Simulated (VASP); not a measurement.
TiSi16 (a cell with a defect): single point with PBEsol

TiSi16 (a cell with a defect):

```
CELL_PARAMETERS angstrom
0.00000 5.43000 5.43000
5.43000 0.00000 5.43000
5.43000 5.43000 0.00000
ATOMIC_POSITIONS crystal
Si 0.00213 0.99443 0.00103
Si 0.12186 0.12752 0.12153
Si 0.98854 0.00345 0.50348
Si 0.12211 0.12762 0.62769
Si 0.00164 0.50091 0.00097
Si 0.12576 0.62401 0.12411
Si 0.00212 0.50096 0.49453
Si 0.12184 0.62151 0.62757
Si 0.50394 0.00380 0.98815
Si 0.62883 0.12755 0.12139
Si 0.50419 0.00324 0.50329
Si 0.62494 0.12465 0.62461
Si 0.49612 0.50093 0.00099
Si 0.62827 0.62158 0.12157
Si 0.50392 0.48817 0.50382
Si 0.62882 0.62137 0.62761
Ti 0.37513 0.87459 0.37459
```

- Program: VASP 6.6.1
- Task: single point
- Functional: PBEsol
- Potentials or basis: VASP PAW PBE potentials, release 64 (Si, Ti_sv)
- Cutoff: 520 eV
- k mesh: 2 × 2 × 2
- Occupations: fermi-dirac, width 0.02 eV
- Spin: no spin polarisation
- Dipole correction: no
- Further INCAR settings: LREAL = Auto; ALGO = Normal; EDIFF = 1e-06; NBANDS = 52

```
Pressure               : 2.1 GPa
Largest force          : 0.065 eV/Å
Band gap on the k mesh : zero (band 38 reaches 6.86 eV, above the bottom of band 39 at 6.45 eV)
```

Forces in eV/Å, atoms in the order of the input:
```
Si   0.000  0.003 -0.004
Si  -0.002  0.027  0.002
Si   0.032 -0.037 -0.037
Si  -0.023 -0.001 -0.002
Si   0.000  0.002  0.002
Si   0.011  0.001  0.001
Si   0.000 -0.004  0.003
Si  -0.002  0.003  0.027
Si  -0.039 -0.031  0.028
Si  -0.003 -0.003 -0.025
Si   0.036  0.039  0.038
Si   0.006  0.003  0.003
Si   0.001 -0.003 -0.003
Si   0.031  0.000  0.000
Si  -0.039  0.028 -0.031
Si  -0.003 -0.025 -0.003
Ti  -0.005 -0.002 -0.001
```

Levels at points of the mesh, in eV from the Fermi level:
| k point | band 34 | band 35 | band 36 | band 37 | band 38 | band 39 | band 40 | band 41 |
| --- | --- | --- | --- | --- | --- | --- | --- | --- |
| (0.00, 0.00, 0.00) | -0.96 | -0.96 | -0.96 | -0.38 | -0.38 | -0.38 | -0.13 | -0.12 |
| (0.50, 0.00, 0.00) | -1.93 | -1.31 | -1.31 | -0.28 | 0.03 | 0.03 | 0.44 | 0.44 |
| (0.00, 0.50, 0.00) | -1.93 | -1.31 | -1.31 | -0.28 | 0.03 | 0.03 | 0.44 | 0.44 |
| (0.00, 0.00, 0.50) | -1.93 | -1.31 | -1.31 | -0.28 | 0.03 | 0.03 | 0.44 | 0.44 |
| (0.50, 0.50, 0.50) | -1.93 | -1.31 | -1.31 | -0.28 | 0.03 | 0.03 | 0.44 | 0.44 |
| (0.50, 0.50, 0.00) | -1.95 | -1.95 | -1.82 | -0.72 | -0.04 | 0.58 | 0.58 | 1.08 |
| (0.00, 0.50, 0.50) | -1.95 | -1.95 | -1.82 | -0.72 | -0.04 | 0.58 | 0.59 | 1.08 |
| (0.50, 0.00, 0.50) | -1.95 | -1.95 | -1.82 | -0.72 | -0.04 | 0.58 | 0.58 | 1.08 |

It took 2.6 min on 1 thread of AMD EPYC 9R45 (Zen 5) (shared host), peak memory 0.45 GiB.

Caveat: the k points lie up to 0.50 Å⁻¹ apart; the PAW data sets were made with another functional, which shifts forces and pressure a little.
